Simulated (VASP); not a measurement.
# Y in VASP: a series of runs, part 2 of 2

VASP 6.6.1.

### 3 Single point, PBEsol

INCAR

```
PREC = Accurate ; ENCUT = 520
EDIFF = 1E-6 ; ISMEAR = -1
SIGMA = 0.1 ; LREAL = F
LASPH = T ; NELM = 80
ALGO = Normal ; ISIF = 2
LWAVE = F ; LCHARG = T
LDIPOL = T ; IDIPOL = 3
DIPOL = 0.5 0.5 0.500 ; GGA = PS
LELF = T ; LVHAR = T
LVACPOTAV = T ; NBANDS = 36
```

KPOINTS

```
regular mesh
0
Gamma
  13 13 1
```

POSCAR

```
Y
1.0
    3.6526183111      0.0000000000      0.0000000000
   -1.8263091556      3.1632602477      0.0000000000
    0.0000000000      0.0000000000     27.3984000000
Y
5
Direct
    0.0000000000      0.0000000000      0.2919874756
    0.3333333340      0.6666666660      0.3959937379
    0.0000000000      0.0000000000      0.4999999997
    0.3333333340      0.6666666660      0.6040062621
    0.0000000000      0.0000000000      0.7080125244
```

Potentials or basis: VASP PAW PBE potentials, release 64 (Y_sv).

The run is started by

```console
cat potpaw_PBE.64/Y_sv/POTCAR > POTCAR
mpirun -np 1 vasp_std > vasp.out
```

OUTCAR:

```text
PREC = Accurate
   ENCUT = 520
   EDIFF = 1E-6
   ISMEAR = -1
   LREAL = F
   LASPH = T
   NELM = 80
   ISIF = 2
   GGA = PS

 ion  position               nearest neighbor table
   1  0.000  0.000  0.292-   2 3.55   2 3.55   2 3.55
   2  0.333  0.667  0.396-   3 3.55   3 3.55   3 3.55   1 3.55   1 3.55   1 3.55
   3  0.000  0.000  0.500-   2 3.55   2 3.55   2 3.55   4 3.55   4 3.55   4 3.55
   4  0.333  0.667  0.604-   5 3.55   5 3.55   3 3.55   3 3.55   5 3.55   3 3.55
   5  0.000  0.000  0.708-   4 3.55   4 3.55   4 3.55

  LATTYP: Found a hexagonal cell.
 ALAT       =     3.6526183111
 C/A-ratio  =     7.5010301286

  Lattice vectors:

 A1 = (   3.6526183111,   0.0000000000,   0.0000000000)
 A2 = (  -1.8263091556,   3.1632602477,   0.0000000000)
 A3 = (   0.0000000000,   0.0000000000,  27.3984000000)

Analysis of symmetry for initial positions (statically):
=====================================================================
 Subroutine PRICEL returns:
 Original cell was already a primitive cell.

 Routine SETGRP: Setting up the symmetry group for a
 hexagonal supercell.

 Subroutine GETGRP returns: Found 12 space group operations
 (whereof 12 operations were pure point group operations)
 out of a pool of 24 trial point group operations.

The static configuration has the point symmetry D_3h.

Analysis of symmetry for dynamics (positions and initial velocities):
=====================================================================
 Subroutine PRICEL returns:
 Original cell was already a primitive cell.

 Routine SETGRP: Setting up the symmetry group for a
 hexagonal supercell.

 Subroutine GETGRP returns: Found 12 space group operations
 (whereof 12 operations were pure point group operations)
 out of a pool of 24 trial point group operations.

The dynamic configuration has the point symmetry D_3h.

 Subroutine INISYM returns: Found 12 space group operations
 (whereof 12 operations are pure point group operations),
 and found     1 'primitive' translations

----------------------------------------------------------------------------------------

                                     Primitive cell

  volume of cell :     316.5661

  direct lattice vectors                    reciprocal lattice vectors
     3.652618311  0.000000000  0.000000000     0.273776211  0.158064769  0.000000000
    -1.826309156  3.163260248  0.000000000     0.000000000  0.316129538  0.000000000
     0.000000000  0.000000000 27.398400000     0.000000000  0.000000000  0.036498482

  length of vectors
     3.652618311  3.652618311 27.398400000     0.316129538  0.316129538  0.036498482

  position of ions in fractional coordinates (direct lattice)
     0.000000000  0.000000000  0.291987476
     0.333333334  0.666666666  0.395993738
     0.000000000  0.000000000  0.500000000
     0.333333334  0.666666666  0.604006262
     0.000000000  0.000000000  0.708012524

  ion indices of the primitive-cell ions
   primitive index   ion index
                 1           1
                 2           2
                 3           3
                 4           4
                 5           5

----------------------------------------------------------------------------------------

 KPOINTS: regular mesh

Automatic generation of k-mesh.
 Grid dimensions read from file:
 generate k-points for:   13   13    1

 Generating k-lattice:

  Cartesian coordinates                     Fractional coordinates (reciprocal lattice)
     0.021059709  0.012158828  0.000000000     0.076923077  0.000000000  0.000000000
     0.000000000  0.024317657  0.000000000     0.000000000  0.076923077  0.000000000
     0.000000000  0.000000000  0.036498482     0.000000000  0.000000000  1.000000000

  Length of vectors
     0.024317657  0.024317657  0.036498482

  Shift w.r.t. Gamma in fractional coordinates (k-lattice)
     0.000000000  0.000000000  0.000000000

 Subroutine IBZKPT returns following result:
 ===========================================

 Found     21 irreducible k-points:

 Following reciprocal coordinates:
            Coordinates               Weight
  0.000000  0.000000  0.000000      1.000000
  0.076923  0.000000  0.000000      6.000000
  0.153846  0.000000  0.000000      6.000000
  0.230769 -0.000000  0.000000      6.000000
  0.307692  0.000000  0.000000      6.000000
  0.384615  0.000000  0.000000      6.000000
[... 13 lines left out ...]
  0.384615  0.230769  0.000000      6.000000
  0.307692  0.307692  0.000000      6.000000
   k-points           NKPTS =     21   k-points in BZ     NKDIM =     21   number of bands    NBANDS=     36
   number of dos      NEDOS =    301   number of ions     NIONS =      5
   total plane-waves  NPLWV = 164640
   dimension x,y,z NGX =    28 NGY =   28 NGZ =  210
   dimension x,y,z NGXF=    56 NGYF=   56 NGZF=  420
   ions per type =               5
   NGX,Y,Z   is equivalent  to a cutoff of  12.74, 12.74, 12.74 a.u.
   NGXF,Y,Z  is equivalent  to a cutoff of  25.49, 25.49, 25.48 a.u.
 SYSTEM =  unknown system
   PREC   = accura    normal or accurate (medium, high low for compatibility)
   ISTART =      0    job   : 0-new  1-cont  2-samecut
   ICHARG =      2    charge: 1-file 2-atom 10-const
   ISPIN  =      1    spin polarized calculation?
   LNONCOLLINEAR =      F non collinear calculations
   LSORBIT =      F    spin-orbit coupling
   LASPH  =      T    aspherical Exc in radial PAW
   ENCUT  =  520.0 eV  38.22 Ry    6.18 a.u.   6.79  6.79 50.94*2*pi/ulx,y,z
   NELM   =     80;   NELMIN=  2; NELMDL= -5     # of ELM steps
   EDIFF  = 0.1E-05   stopping-criterion for ELM
   LREAL  =      F    real-space projection
[... 7 lines left out ...]
   TEBEG  =    0.0;   TEEND  =   0.0 temperature during run
   PSTRESS=    0.0 pullay stress
   NELECT =      55.0000    total number of electrons
   NUPDOWN=      -1.0000    fix difference up-down
   EMIN   =  10.00;   EMAX   =-10.00  energy-range for DOS
   EFERMI =   0.00;   METHOD = LEGACY
   ISMEAR =    -1;   SIGMA  =   0.10  broadening in eV -4-tet -1-fermi 0-gaus
   EFERMI_NEDOS =   21; number of points for ismear=-14 and -15
   IALGO  =     38    algorithm
   IMIX   =      4    mixing-type and parameters
     AMIX     =   0.40;   BMIX     =  1.00
     AMIX_MAG =   1.60;   BMIX_MAG =  1.00
  volume/ion in A,a.u.               =      63.31       427.26
  Fermi-wavevector in a.u.,A,eV,Ry     =   0.913498  1.726261 11.353770  0.834479
  Thomas-Fermi vector in A             =   2.038016
   LORBIT       =      0    0 simple, 1 ext, 2 COOP (PROOUT), +10 PAW based schemes
   GGA     = PS    functional components
   LHFCALC =     F    Hartree Fock is set to
   AEXX    =    0.0000 exact exchange contribution
   IVDW    =     0    specifies the selected vdW correction
   LEPSILON=     F    determine dielectric tensor
   LRPA    =     F    only Hartree local field effects (RPA)
 non-spin polarized calculation
  energy-cutoff  :      520.00
  volume of cell :      316.57
 maximum number of plane-waves:      8556
 NGX is ok and might be reduce to    28
   NGX = 13   NGY = 13   NGZ =101

 number of electron      55.0000000 magnetization

 dipolmoment           0.000000      0.000000      0.000000 electrons x Angstroem

 Free energy of the ion-electron system (eV)
  ---------------------------------------------------
  ext. energy  EPLUGINS =         0.00000000
  ---------------------------------------------------
  free energy    TOTEN  =       -32.61731723 eV

  energy without entropy =      -32.25216035  energy(sigma->0) =      -32.43473879

 E-fermi :  -0.0019     XC(G=0):  -5.6428

 val. band max:       -0.0058077502   @ k =   0.2308   0.2308   0.0000
 cond. band min:       0.0076034513   @ k =   0.3077   0.3077   0.0000
 fundamental gap:      0.0134112016
 Fermi energy:        -0.0019384698

 k-point     1 :       0.0000    0.0000    0.0000
  band No.  band energies     occupation
      1     -43.0883      2.00000
      2     -43.0883      2.00000
      3     -42.5787      2.00000
      4     -42.4956      2.00000
      5     -42.4870      2.00000
      6     -23.1810      2.00000
[... 28 lines left out ...]
     35       1.6657      0.00000
     36       1.6659      0.00000
[... 749 lines left out ...]
      6     -23.1452      2.00000
[... 28 lines left out ...]
     35       0.8523      0.00039
     36       0.9971      0.00009

------------------------ aborting loop because EDIFF is reached ----------------------------------------

  FORCE on cell =-STRESS in cart. coord.  units (eV):
  Direction    XX          YY          ZZ          XY          YZ          ZX
  --------------------------------------------------------------------------------------
  -------------------------------------------------------------------------------------
  Total       -3.3041088     -3.3041088     -2.3521090      0.0000000      0.0000000      0.0000000
  in kB      -16.7224732    -16.7224732    -11.9042932      0.0000000      0.0000000      0.0000000
  external PRESSURE =     -15.1164132 kB  Pullay stress =       0.0000000 kB

 VOLUME and BASIS-vectors are now :
 -----------------------------------------------------------------------------
  energy-cutoff  :      520.00
  volume of cell :      316.57
      direct lattice vectors                 reciprocal lattice vectors
     3.652618311  0.000000000  0.000000000     0.273776211  0.158064769  0.000000000
    -1.826309156  3.163260248  0.000000000     0.000000000  0.316129538  0.000000000
     0.000000000  0.000000000 27.398400000     0.000000000  0.000000000  0.036498482

 POSITION                                       TOTAL-FORCE (eV/Angst)
 -----------------------------------------------------------------------------------
      0.00000      0.00000      7.99999        -0.000000      0.000000      0.297906
      0.00000      2.10884     10.84959         0.000000     -0.000000     -0.185274
      0.00000      0.00000     13.69920        -0.000000      0.000000     -0.000000
      0.00000      2.10884     16.54881         0.000000      0.000000      0.185274
      0.00000      0.00000     19.39841        -0.000000      0.000000     -0.297906
 -----------------------------------------------------------------------------------
    total drift:                               -0.000005      0.000003      0.000010

  FREE ENERGIE OF THE ION-ELECTRON SYSTEM (eV)
  ---------------------------------------------------
  free  energy   TOTEN  =       -32.6173172306 eV

  energy  without entropy=      -32.2521603491  energy(sigma->0) =      -32.43473879

 vacuum level on the upper side and lower side of the slab         3.413         3.413
```

OSZICAR:

```text
N       E                     dE             d eps       ncg     rms          rms(c)
DAV:   1     0.297777290087E+03    0.29778E+03   -0.26850E+04  1824   0.131E+03
DAV:   2     0.227572813352E+01   -0.29550E+03   -0.28898E+03  1752   0.334E+02
DAV:   3    -0.308845144137E+02   -0.33160E+02   -0.32510E+02  2620   0.588E+01
[... 23 lines left out ...]
DAV:  27    -0.326173009114E+02   -0.12424E-04   -0.28150E-06  1204   0.486E-03    0.190E-03
DAV:  28    -0.326173137147E+02   -0.12803E-04   -0.12922E-06  1096   0.299E-03    0.603E-03
DAV:  29    -0.326173156950E+02   -0.19803E-05   -0.56800E-07  1008   0.199E-03    0.201E-03
DAV:  30    -0.326173167513E+02   -0.10563E-05   -0.15048E-07   964   0.118E-03    0.415E-04
DAV:  31    -0.326173172306E+02   -0.47930E-06   -0.75388E-08   956   0.727E-04
   1 F= -.32617317E+02 E0= -.32434739E+02  d E =-.365157E+00
```

Wall time 5.6 min (1 thread of Intel Xeon 6975P-C (Granite Rapids), shared host); peak memory 0.5 GiB.

What came out:

- Free energy: -32.6173 eV
- Largest force: 0.298 eV/Å
- Band gap on the k mesh: zero (an odd number of electrons rules out a gap without spin polarisation)

Forces in eV/Å, atoms in the order of the input:
```
Y    0.000  0.000  0.298
Y    0.000  0.000 -0.185
Y    0.000  0.000  0.000
Y    0.000  0.000  0.185
Y    0.000  0.000 -0.298
```

Levels at points of the mesh, in eV from the Fermi level:
| k point | band 26 | band 27 | band 28 | band 29 | band 30 | band 31 |
| --- | --- | --- | --- | --- | --- | --- |
| (0.00, 0.00, 0.00) | 0.18 | 0.19 | 0.81 | 0.85 | 1.35 | 1.54 |

Caveat: the PAW data sets were made with another functional, which shifts forces and pressure a little.
